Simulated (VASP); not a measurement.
# GaN (Fm-3m) in VASP: a series of runs

Runs on GaN. Level: PBEsol. Tasks: single point.

All numbers are computed with VASP 6.6.1; they aren't measurements. Logs are shortened: lines on timing, memory, paths and dates and some standing lists are left out, and cuts for length are marked.

## Step 1: The cell of the first run

Symmetry: Fm-3m, No. 225, cubic system. The conventional cell has a = 3.918 Å, b = 3.918 Å, c = 3.918 Å, α = 90.00°, β = 90.00°, γ = 90.00°. Ga (site symmetry m-3m) has 6 N at 1.96 Å within 2.6 Å. N (site symmetry m-3m) has 6 Ga at 1.96 Å within 2.6 Å.

## Step 2: Single point, PBEsol (7.52 Å³/atom)

Contents of INCAR:

```
SYSTEM = GaN
ALGO = Normal ; EDIFF = 1E-6
ENCUT = 600 ; GGA = PS
GGA_COMPAT = .False. ; ISIF = 2
ISMEAR = 0 ; LASPH = .True.
LCHARG = .True. ; LELF = .True.
LREAL = .False. ; LVHAR = .True.
LWAVE = .False. ; NBANDS = 16
NELM = 120 ; PREC = Accurate
SIGMA = 0.03
```

Contents of KPOINTS:

```
k-points
0
Gamma
  12 12 12
  0 0 0
```

Contents of POSCAR:

```
GaN
1.0
    0.0000000000      1.9587504878      1.9587504878
    1.9587504878      0.0000000000      1.9587504878
    1.9587504878      1.9587504878      0.0000000000
Ga N
1 1
Direct
    0.0000000000      0.0000000000      0.0000000000
    0.5000000000      0.5000000000      0.5000000000
```

Potentials or basis: VASP PAW PBE potentials, release 64 (Ga_d, N).

Started as:

```
cat potpaw_PBE.64/Ga_d/POTCAR potpaw_PBE.64/N/POTCAR > POTCAR
mpirun -np 1 vasp_std > vasp.out
```

OUTCAR:

```text
SYSTEM = GaN
   EDIFF = 1E-6
   ENCUT = 600
   GGA = PS
   ISIF = 2
   ISMEAR = 0
   LASPH = .True.
   LREAL = .False.
   NELM = 120
   PREC = Accurate

 ion  position               nearest neighbor table
   1  0.000  0.000  0.000-   2 1.96   2 1.96   2 1.96   2 1.96   2 1.96   2 1.96
   2  0.500  0.500  0.500-   1 1.96   1 1.96   1 1.96   1 1.96   1 1.96   1 1.96

  LATTYP: Found a face centered cubic cell.
 ALAT       =     3.9175009756

  Lattice vectors:

 A1 = (   0.0000000000,   1.9587504878,   1.9587504878)
 A2 = (   1.9587504878,   0.0000000000,   1.9587504878)
 A3 = (   1.9587504878,   1.9587504878,   0.0000000000)

Analysis of symmetry for initial positions (statically):
=====================================================================
 Subroutine PRICEL returns:
 Original cell was already a primitive cell.

 Routine SETGRP: Setting up the symmetry group for a
 face centered cubic supercell.

 Subroutine GETGRP returns: Found 48 space group operations
 (whereof 48 operations were pure point group operations)
 out of a pool of 48 trial point group operations.

The static configuration has the point symmetry O_h .

Analysis of symmetry for dynamics (positions and initial velocities):
=====================================================================
 Subroutine PRICEL returns:
 Original cell was already a primitive cell.

 Routine SETGRP: Setting up the symmetry group for a
 face centered cubic supercell.

 Subroutine GETGRP returns: Found 48 space group operations
 (whereof 48 operations were pure point group operations)
 out of a pool of 48 trial point group operations.

The dynamic configuration has the point symmetry O_h .

 Subroutine INISYM returns: Found 48 space group operations
 (whereof 48 operations are pure point group operations),
 and found     1 'primitive' translations

----------------------------------------------------------------------------------------

                                     Primitive cell

  volume of cell :      15.0303

  direct lattice vectors                    reciprocal lattice vectors
     0.000000000  1.958750488  1.958750488    -0.255264774  0.255264774  0.255264774
     1.958750488  0.000000000  1.958750488     0.255264774 -0.255264774  0.255264774
     1.958750488  1.958750488  0.000000000     0.255264774  0.255264774 -0.255264774

  length of vectors
     2.770091505  2.770091505  2.770091505     0.442131557  0.442131557  0.442131557

  position of ions in fractional coordinates (direct lattice)
     0.000000000  0.000000000  0.000000000
     0.500000000  0.500000000  0.500000000

  ion indices of the primitive-cell ions
   primitive index   ion index
                 1           1
                 2           2

----------------------------------------------------------------------------------------

 KPOINTS: k-points

Automatic generation of k-mesh.
 Grid dimensions read from file:
 generate k-points for:   12   12   12

 Generating k-lattice:

  Cartesian coordinates                     Fractional coordinates (reciprocal lattice)
    -0.021272064  0.021272064  0.021272064     0.083333333  0.000000000  0.000000000
     0.021272064 -0.021272064  0.021272064     0.000000000  0.083333333  0.000000000
     0.021272064  0.021272064 -0.021272064     0.000000000  0.000000000  0.083333333

  Length of vectors
     0.036844296  0.036844296  0.036844296

  Shift w.r.t. Gamma in fractional coordinates (k-lattice)
     0.000000000  0.000000000  0.000000000

 Subroutine IBZKPT returns following result:
 ===========================================

 Found     72 irreducible k-points:

 Following reciprocal coordinates:
            Coordinates               Weight
  0.000000  0.000000  0.000000      1.000000
  0.083333  0.000000  0.000000      8.000000
  0.166667  0.000000  0.000000      8.000000
  0.250000  0.000000  0.000000      8.000000
  0.333333  0.000000  0.000000      8.000000
  0.416667  0.000000  0.000000      8.000000
[... 16 lines left out ...]
  0.500000  0.166667  0.000000     24.000000
 -0.416667  0.166667  0.000000     24.000000
 [... further k-points ...]
   k-points           NKPTS =     72   k-points in BZ     NKDIM =     72   number of bands    NBANDS=     16
   number of dos      NEDOS =    301   number of ions     NIONS =      2
   total plane-waves  NPLWV =  13824
   dimension x,y,z NGX =    24 NGY =   24 NGZ =   24
   dimension x,y,z NGXF=    48 NGYF=   48 NGZF=   48
   ions per type =               1   1
   NGX,Y,Z   is equivalent  to a cutoff of  14.40, 14.40, 14.40 a.u.
   NGXF,Y,Z  is equivalent  to a cutoff of  28.81, 28.81, 28.81 a.u.
 SYSTEM =  GaN
   PREC   = accura    normal or accurate (medium, high low for compatibility)
   ISTART =      0    job   : 0-new  1-cont  2-samecut
   ICHARG =      2    charge: 1-file 2-atom 10-const
   ISPIN  =      1    spin polarized calculation?
   LNONCOLLINEAR =      F non collinear calculations
   LSORBIT =      F    spin-orbit coupling
   LASPH  =      T    aspherical Exc in radial PAW
   ENCUT  =  600.0 eV  44.10 Ry    6.64 a.u.   5.53  5.53  5.53*2*pi/ulx,y,z
   NELM   =    120;   NELMIN=  2; NELMDL= -5     # of ELM steps
   EDIFF  = 0.1E-05   stopping-criterion for ELM
   LREAL  =      F    real-space projection
   EDIFFG = 0.1E-04   stopping-criterion for IOM
   NSW    =      0    number of steps for IOM
   IBRION =     -1    ionic relax: 0-MD 1-quasi-New 2-CG
   NFREE  =      0    steps in history (QN), initial steepest desc. (CG)
   ISIF   =      2    stress and relaxation
   ISYM   =      2    0-nonsym 1-usesym 2-fastsym
   POTIM  = 0.5000    time-step for ionic-motion
   TEBEG  =    0.0;   TEEND  =   0.0 temperature during run
   PSTRESS=    0.0 pullay stress
   NELECT =      18.0000    total number of electrons
   NUPDOWN=      -1.0000    fix difference up-down
   EMIN   =  10.00;   EMAX   =-10.00  energy-range for DOS
   EFERMI =   0.00;   METHOD = LEGACY
   ISMEAR =     0;   SIGMA  =   0.03  broadening in eV -4-tet -1-fermi 0-gaus
   EFERMI_NEDOS =   21; number of points for ismear=-14 and -15
   IALGO  =     38    algorithm
   IMIX   =      4    mixing-type and parameters
     AMIX     =   0.40;   BMIX     =  1.00
     AMIX_MAG =   1.60;   BMIX_MAG =  1.00
  volume/ion in A,a.u.               =       7.52        50.71
  Fermi-wavevector in a.u.,A,eV,Ry     =   1.738507  3.285303 41.122358  3.022408
  Thomas-Fermi vector in A             =   2.811526
   LORBIT       =      0    0 simple, 1 ext, 2 COOP (PROOUT), +10 PAW based schemes
   GGA     = PS    functional components
   LHFCALC =     F    Hartree Fock is set to
   AEXX    =    0.0000 exact exchange contribution
   IVDW    =     0    specifies the selected vdW correction
   LEPSILON=     F    determine dielectric tensor
   LRPA    =     F    only Hartree local field effects (RPA)
 non-spin polarized calculation
 Gauss-broadening in eV      SIGMA  =   0.03
  energy-cutoff  :      600.00
  volume of cell :       15.03
 maximum number of plane-waves:       531
 NGX is ok and might be reduce to    24
   NGX = 11   NGY = 11   NGZ = 11

 number of electron      17.9999998 magnetization

 Free energy of the ion-electron system (eV)
  ---------------------------------------------------
  ext. energy  EPLUGINS =         0.00000000
  ---------------------------------------------------
  free energy    TOTEN  =       -11.42599417 eV

  energy without entropy =      -11.42599417  energy(sigma->0) =      -11.42599417

 E-fermi :  11.1059     XC(G=0): -14.6473

 val. band max:       10.9671069914   @ k =  -0.1667   0.1667   0.0000
 cond. band min:      13.0672563775   @ k =   0.5000   0.5000   0.0000
 fundamental gap:      2.1001493861
 Fermi energy:        11.1058515375

 k-point     1 :       0.0000    0.0000    0.0000
  band No.  band energies     occupation
      1      -8.9454      2.00000
      2      -3.0332      2.00000
      3      -3.0332      2.00000
      4      -3.0332      2.00000
      5      -2.8569      2.00000
      6      -2.8569      2.00000
[... 8 lines left out ...]
     15      30.2567      0.00000
     16      30.2567      0.00000

 k-point     2 :       0.0833    0.0000    0.0000
  band No.  band energies     occupation
      1      -8.7754      2.00000
      2      -3.0494      2.00000
      3      -3.0205      2.00000
      4      -3.0205      2.00000
      5      -2.8793      2.00000
      6      -2.8793      2.00000
[... 8 lines left out ...]
     15      29.5572      0.00000
     16      29.5572      0.00000

 k-point     3 :       0.1667    0.0000    0.0000
  band No.  band energies     occupation
      1      -8.2745      2.00000
      2      -3.0965      2.00000
      3      -3.0447      2.00000
      4      -3.0447      2.00000
      5      -2.8797      2.00000
      6      -2.8797      2.00000
[... 8 lines left out ...]
     15      29.6212      0.00000
     16      29.6212      0.00000

 k-point     4 :       0.2500    0.0000    0.0000
  band No.  band energies     occupation
      1      -7.4741      2.00000
      2      -3.1738      2.00000
      3      -3.1540      2.00000
      4      -3.1540      2.00000
      5      -2.8003      2.00000
      6      -2.8003      2.00000
[... 8 lines left out ...]
     15      30.9135      0.00000
     16      30.9135      0.00000
[... 324 lines left out ...]
 k-point    22 :       0.4167    0.1667    0.0000
  band No.  band energies     occupation
      1      -5.9702      2.00000
      2      -3.3935      2.00000
      3      -3.1342      2.00000
      4      -3.1275      2.00000
      5      -2.6050      2.00000
      6      -2.4623      2.00000
[... 8 lines left out ...]
     15      34.6332      0.00000
     16      37.4062      0.00000

 k-point    23 :       0.5000    0.1667    0.0000
  band No.  band energies     occupation
      1      -5.3358      2.00000
      2      -3.4884      2.00000
      3      -3.2242      2.00000
      4      -3.0693      2.00000
      5      -2.5893      2.00000
      6      -2.1335      2.00000
[... 8 lines left out ...]
     15      34.8098      0.00000
     16      37.4238      0.00000

 k-point    24 :      -0.4167    0.1667    0.0000
  band No.  band energies     occupation
      1      -5.1621      2.00000
      2      -3.5441      2.00000
      3      -3.2826      2.00000
      4      -3.0654      2.00000
      5      -2.6268      2.00000
      6      -2.0423      2.00000
[... 8 lines left out ...]
     15      34.6688      0.00000
     16      34.6953      0.00000

 [... further k-points ...]

------------------------ aborting loop because EDIFF is reached ----------------------------------------

  FORCE on cell =-STRESS in cart. coord.  units (eV):
  Direction    XX          YY          ZZ          XY          YZ          ZX
  --------------------------------------------------------------------------------------
  -------------------------------------------------------------------------------------
  Total        8.0771201      8.0771201      8.0771201      0.0000000      0.0000000     -0.0000000
  in kB      860.9933042    860.9933042    860.9933042      0.0000000      0.0000000     -0.0000000
  external PRESSURE =     860.9933042 kB  Pullay stress =       0.0000000 kB

 VOLUME and BASIS-vectors are now :
 -----------------------------------------------------------------------------
  energy-cutoff  :      600.00
  volume of cell :       15.03
      direct lattice vectors                 reciprocal lattice vectors
     0.000000000  1.958750488  1.958750488    -0.255264774  0.255264774  0.255264774
     1.958750488  0.000000000  1.958750488     0.255264774 -0.255264774  0.255264774
     1.958750488  1.958750488  0.000000000     0.255264774  0.255264774 -0.255264774

 POSITION                                       TOTAL-FORCE (eV/Angst)
 -----------------------------------------------------------------------------------
      0.00000      0.00000      0.00000         0.000000      0.000000      0.000000
      1.95875      1.95875      1.95875         0.000000      0.000000     -0.000000
 -----------------------------------------------------------------------------------
    total drift:                                0.000000     -0.000000     -0.000000

  FREE ENERGIE OF THE ION-ELECTRON SYSTEM (eV)
  ---------------------------------------------------
  free  energy   TOTEN  =       -11.4259941708 eV

  energy  without entropy=      -11.4259941708  energy(sigma->0) =      -11.42599417
```

Run time: 8.5 s. Hardware: 1 thread of Intel Xeon 6975P-C (Granite Rapids), shared host; peak memory 0.15 GiB.

Results:

```yaml
Free_energy: -11.4260 eV
Pressure: 86.1 GPa
Band_gap_on_the_k_mesh: 2.10 eV (least direct gap 5.71 eV)
```

Caveat: the cell stands under pressure; the PAW data sets were made with another functional, which shifts forces and pressure a little. A k mesh can miss the band edges.

## Step 3: Single point, PBEsol (7.89 Å³/atom)

This run uses another cell than the first one, of 7.89 Å³/atom.

Contents of INCAR:

```
PREC = Accurate
ENCUT = 600
EDIFF = 1E-6
ISMEAR = 0
SIGMA = 0.03
LREAL = False
LASPH = True
NELM = 120
ALGO = Normal
ISIF = 2
LWAVE = False
LCHARG = False
GGA = PS
NBANDS = 16
GGA_COMPAT = False
```

Contents of KPOINTS:

```
regular mesh
0
Gamma
  12 12 12
```

Contents of POSCAR:

```
GaN
1.0
    0.0000000000      1.9908668597      1.9908668597
    1.9908668597      0.0000000000      1.9908668597
    1.9908668597      1.9908668597      0.0000000000
Ga N
1 1
Direct
    0.0000000000      0.0000000000      0.0000000000
    0.5000000000      0.5000000000      0.5000000000
```

Potentials or basis: VASP PAW PBE potentials, release 64 (Ga_d, N).

Started as:

```
cat potpaw_PBE.64/Ga_d/POTCAR potpaw_PBE.64/N/POTCAR > POTCAR
mpirun -np 1 vasp_std > vasp.out
```

OUTCAR:

```text
PREC = Accurate
   ENCUT = 600
   EDIFF = 1E-6
   ISMEAR = 0
   LREAL = False
   LASPH = True
   NELM = 120
   ISIF = 2
   GGA = PS

 ion  position               nearest neighbor table
   1  0.000  0.000  0.000-   2 1.99   2 1.99   2 1.99   2 1.99   2 1.99   2 1.99
   2  0.500  0.500  0.500-   1 1.99   1 1.99   1 1.99   1 1.99   1 1.99   1 1.99

  LATTYP: Found a face centered cubic cell.
 ALAT       =     3.9817337194

  Lattice vectors:

 A1 = (   0.0000000000,   1.9908668597,   1.9908668597)
[... 642 lines left out ...]
------------------------ aborting loop because EDIFF is reached ----------------------------------------

  FORCE on cell =-STRESS in cart. coord.  units (eV):
  Direction    XX          YY          ZZ          XY          YZ          ZX
  --------------------------------------------------------------------------------------
  -------------------------------------------------------------------------------------
  Total        5.9475818      5.9475818      5.9475818      0.0000000     -0.0000000     -0.0000000
  in kB      603.8017389    603.8017389    603.8017389      0.0000000     -0.0000000     -0.0000000
  external PRESSURE =     603.8017389 kB  Pullay stress =       0.0000000 kB

 VOLUME and BASIS-vectors are now :
 -----------------------------------------------------------------------------
  energy-cutoff  :      600.00
  volume of cell :       15.78
      direct lattice vectors                 reciprocal lattice vectors
     0.000000000  1.990866860  1.990866860    -0.251146880  0.251146880  0.251146880
     1.990866860  0.000000000  1.990866860     0.251146880 -0.251146880  0.251146880
     1.990866860  1.990866860  0.000000000     0.251146880  0.251146880 -0.251146880

 POSITION                                       TOTAL-FORCE (eV/Angst)
 -----------------------------------------------------------------------------------
      0.00000      0.00000      0.00000         0.000000      0.000000      0.000000
      1.99087      1.99087      1.99087        -0.000000      0.000000     -0.000000
 -----------------------------------------------------------------------------------
    total drift:                                0.000000     -0.000000     -0.000000

  FREE ENERGIE OF THE ION-ELECTRON SYSTEM (eV)
  ---------------------------------------------------
  free  energy   TOTEN  =       -11.7691785329 eV

  energy  without entropy=      -11.7691785329  energy(sigma->0) =      -11.76917853
```

stdout:

```text
POSCAR found type information on POSCAR GaN
 POSCAR found :  2 types and       2 ions
 scaLAPACK will be used
 -----------------------------------------------------------------------------
|                                                                             |
|                                                                             |
|     You enforced a specific xc type in the INCAR file but a different       |
|     I HOPE YOU KNOW WHAT YOU ARE DOING!                                     |
|                                                                             |
 -----------------------------------------------------------------------------

 LDA part: xc-table for (Slater+PW92), standard interpolation
 POSCAR, INCAR and KPOINTS ok, starting setup
 FFT: planning ... GRIDC
 FFT: planning ... GRID_SOFT
 FFT: planning ... GRID
 WAVECAR not read
 entering main loop
```

Run time: 7.5 s. Hardware: 1 thread of Intel Xeon 6975P-C (Granite Rapids), shared host; peak memory 0.15 GiB.

Results:

* Free energy: -11.7692 eV
* Pressure: 60.4 GPa
* Band gap on the k mesh: 1.73 eV (least direct gap 5.26 eV)

Caveat: the cell stands under pressure; the PAW data sets were made with another functional, which shifts forces and pressure a little.

## Step 4: Single point, PBEsol (8.27 Å³/atom)

This run uses another cell than the first one, of 8.27 Å³/atom.

Contents of INCAR:

```
SYSTEM = GaN
ALGO = Normal
EDIFF = 1E-6
ENCUT = 600
GGA = PS
GGA_COMPAT = .False.
ISIF = 2
ISMEAR = 0
LASPH = .True.
LCHARG = .True.
LELF = .True.
LREAL = .False.
LVHAR = .True.
LWAVE = .False.
NBANDS = 16
NELM = 120
PREC = Accurate
SIGMA = 0.03
```

Contents of KPOINTS:

```
k-points
0
Gamma
  12 12 12
  0 0 0
```

Contents of POSCAR:

```
GaN
1.0
    0.0000000000      2.0219791797      2.0219791797
    2.0219791797      0.0000000000      2.0219791797
    2.0219791797      2.0219791797      0.0000000000
Ga N
1 1
Direct
    0.0000000000      0.0000000000      0.0000000000
    0.5000000000      0.5000000000      0.5000000000
```

Started as:

```
cat potpaw_PBE.64/Ga_d/POTCAR potpaw_PBE.64/N/POTCAR > POTCAR
mpirun -np 1 vasp_std > vasp.out
```

Wall time 7.8 s (1 thread of Intel Xeon 6975P-C (Granite Rapids), shared host); peak memory 0.15 GiB.

The run converged. Its results:

| Property | Result |
| --- | --- |
| Free energy | -12.0047 eV |
| Pressure | 40.0 GPa |
| Band gap on the k mesh | 1.39 eV (least direct gap 4.56 eV) |

Levels at points of the mesh, in eV from the valence-band top:
```tsv
k point	band 5	band 6	band 7	band 8	band 9	band 10	band 11	band 12	band 13	band 14
(0.00, 0.00, 0.00)	-13.80	-13.80	-0.70	-0.70	-0.70	3.86	15.41	15.41	15.41	16.32
(0.50, 0.00, 0.00)	-13.60	-13.60	-9.00	-0.15	-0.15	5.17	9.75	9.75	11.23	17.53
(0.50, 0.50, 0.00)	-13.53	-10.57	-8.31	-3.62	-3.62	1.39	7.83	13.22	16.21	16.21
```

Caveat: the cell stands under pressure; the PAW data sets were made with another functional, which shifts forces and pressure a little. A k mesh can miss the band edges.

(Continued in part 2 of 2.)
